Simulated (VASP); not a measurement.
Set up this calculation in VASP 6.6.1, as the native input.

* Task: single point
* Functional: PBE
* Potentials or basis: VASP PAW PBE potentials, release 64 (Mg, O)
* Cutoff: 520 eV
* k mesh: 9 × 9 × 6
* Occupations: gaussian, width 0.05 eV
* Spin: no spin polarisation
* Dipole correction: no
* Further INCAR settings: ALGO = Normal; EDIFF = 1e-06; NBANDS = 16

The structure of MgO lies in POSCAR:

```
MgO
1.0
    3.2379000000      0.0000000000      0.0000000000
   -1.6189500000      2.8041036549      0.0000000000
    0.0000000000      0.0000000000      5.1215474299
Mg O
2 2
Direct
    0.3333333333      0.6666666667      0.0063188013
    0.6666666667      0.3333333333      0.5063188013
    0.3333333333      0.6666666667      0.3982811987
    0.6666666667      0.3333333333      0.8982811987
```

These files were run (other wordings do the same):

INCAR

```
  PREC = Accurate
  ENCUT = 520
  EDIFF = 1E-6
  ISMEAR = 0
  SIGMA = 0.05
  LREAL = F
  LASPH = T
  NELM = 100
  ALGO = Normal
  ISIF = 2
  LWAVE = F
  LCHARG = F
  GGA = PE
  NBANDS = 16
```

KPOINTS

```
Automatic mesh
0
Gamma
  9 9 6
```

Potentials or basis: VASP PAW PBE potentials, release 64 (Mg, O).

The run is started by

```bash
$ cat potpaw_PBE.64/Mg/POTCAR potpaw_PBE.64/O/POTCAR > POTCAR
$ mpirun -np 1 vasp_std > vasp.out
```

Results of the run:

```
Pressure               : 5.9 GPa
Largest force          : 0.220 eV/Å
Band gap on the k mesh : 3.69 eV, direct
```

It took 22 s on 1 thread of Intel(R) Xeon(R) Platinum 8488C (Sapphire Rapids), with other jobs on the host, peak memory 0.17 GiB.
